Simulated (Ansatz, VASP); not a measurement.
Two plane-wave programs on Ca

```
Ca
1.0
     0.00000    2.70601    2.70601
     2.70601    0.00000    2.70601
     2.70601    2.70601    0.00000
Ca
1
Direct
  0.00000 0.00000 0.00000
```

Alike in both runs: task single point; functional PBE; k mesh 14 × 14 × 14; occupations gaussian, width 0.1 eV; no spin polarisation.

|  | VASP | Ansatz |
| --- | --- | --- |
| version | VASP 6.6.1 | Ansatz 0.2.0 |
| potentials or method | VASP PAW PBE potentials, release 64 (Ca_sv), cutoff 520 eV | scalar-relativistic, plane waves, PAW |
| valence electrons in the cell | 10 | 10 |

```tsv
	VASP	Ansatz	Ansatz less VASP
gap on the k mesh at the Fermi level (eV)	none	none	-
pressure (GPa)	1.2	1.2	0.00
```

A gap of «none» marks a metal or a gap that the smearing closes.
